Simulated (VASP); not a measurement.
Set up this calculation in VASP 6.6.1, as the native input.

```
Task                   : relaxation of cell and atoms
Functional             : PBE
Potentials or basis    : VASP PAW PBE potentials, release 64 (Be, Zn, S, O)
Cutoff                 : 600 eV
k mesh                 : 6 × 6 × 4
Occupations            : gaussian, width 0.1 eV
Spin                   : no spin polarisation
Dipole correction      : no
Further INCAR settings : ALGO = Normal; EDIFF = 1e-07; IBRION = 2; EDIFFG = -0.04; NSW = 90; ISIF = 3
```

The structure of BeZn2S2O lies in POSCAR:

```
BeZn2S2O
1.0
    5.1910736200      0.0000000000      0.0000000000
   -2.5955368100      4.4956016300      0.0000000000
    0.0000000000      0.0000000000      4.0017199500
Be Zn S O
1 2 2 1
Direct
    0.0000000000      0.0000000000      0.5000000000
    0.3333333300      0.6666666700      0.0000000000
    0.6666666700      0.3333333300      0.0000000000
    0.3333333300      0.6666666700      0.5000000000
    0.6666666700      0.3333333300      0.5000000000
    0.0000000000      0.0000000000      0.0000000000
```

The cell was built from a structure type or drawn by symmetry, and may not be a known phase.

These files were run (other wordings do the same):

INCAR

```
  PREC = Accurate
  ENCUT = 600
  EDIFF = 1E-7
  ISMEAR = 0
  SIGMA = 0.1
  LREAL = F
  LASPH = T
  NELM = 60
  ALGO = Normal
  ISIF = 3
  LWAVE = F
  LCHARG = F
  GGA = PE
  IBRION = 2
  NSW = 90
  EDIFFG = -0.04
```

KPOINTS

```
Automatic mesh
0
Gamma
  6 6 4
```

Potentials or basis: VASP PAW PBE potentials, release 64 (Be, Zn, S, O).

Command:

```sh
$ cat potpaw_PBE.64/Be/POTCAR potpaw_PBE.64/Zn/POTCAR potpaw_PBE.64/S/POTCAR potpaw_PBE.64/O/POTCAR > POTCAR
$ mpirun -np 1 vasp_std > vasp.out
```

Results of the run:

```json
{
 "Relaxed volume": "13.50 Å³/atom",
 "Relaxed cell": "a = 4.468 Å, b = 4.468 Å, c = 4.684 Å, α = 90.00°, β = 90.00°, γ = 120.00°",
 "Space group after relaxing (to 0.1 Å)": "P6/mmm (No. 191)",
 "Energy gained by relaxing": "151.1 meV/atom",
 "Ionic steps": "25",
 "Pressure after relaxing": "-0.2 GPa",
 "Band gap on the k mesh": "zero (bands 22 and 23 overlap by 2.86 eV)"
}
```

Caveat: the k points lie up to 0.34 Å⁻¹ apart in the final cell, too coarse for converged energies and pressures of a metal; a cell axis changed by over 15 % at a fixed basis, so the end point is rough.

Wall time 13 min on 1 thread of Intel(R) Xeon(R) Platinum 8488C (Sapphire Rapids), with other jobs on the host, peak memory 0.28 GiB.
